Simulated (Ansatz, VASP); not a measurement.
## One calculation of HfO2, two programs

```
Hf O
1.0
     5.21946    0.00000    0.00000
     0.00000    5.00476    0.00000
     0.00000    0.00000    5.03269
Hf O
4 8
Cartesian
  5.0472 3.6661 3.7314
  2.7820 3.6661 1.2151
  2.4375 1.3387 3.7314
  0.1723 1.3387 1.2151
  3.2994 4.6477 4.4251
  4.5298 4.6477 1.9087
  1.2211 2.7020 2.4776
  1.3886 2.7020 4.9939
  3.9984 2.3028 4.9939
  3.8308 2.3028 2.4776
  0.6896 0.3571 4.4251
  1.9201 0.3571 1.9087
```

Alike in both runs: task relaxation of cell and atoms; functional RPBE; dispersion D3(BJ); k mesh 5 × 6 × 5; occupations fermi-dirac, width 0.05 eV; no spin polarisation.

|  | VASP | Ansatz |
| --- | --- | --- |
| version | VASP 6.6.1 | Ansatz 0.2.0 |
| potentials or method | VASP PAW PBE potentials, release 64 (Hf_pv, O) | Ansatz PAW |
| plane-wave cutoff (eV) | 600 | 420 |
| valence electrons in the cell | 88 | 152 |

|  | VASP | Ansatz | Ansatz less VASP |
| --- | --- | --- | --- |
| relaxed volume (Å³/atom) | 10.30 | 10.44 | +0.144 |
| relaxed length of the cell vector where the two differ most in proportion (Å) | 5.149 | 5.175 | +0.0251 |

VASP's potentials were made for PBE, not for RPBE. VASP's potentials hold 88 valence electrons a cell and Ansatz's 152, so a difference there can come from the potentials and not from the codes.

Neither program's run includes spin-orbit coupling. Noted on Ansatz's run: odd divisions of the mesh miss points on the zone boundary, where band edges often lie, so the gap on the mesh can be too wide; the plane-wave basis is chosen anew once the cell has moved, so the energies of steps on either side of that aren't comparable.
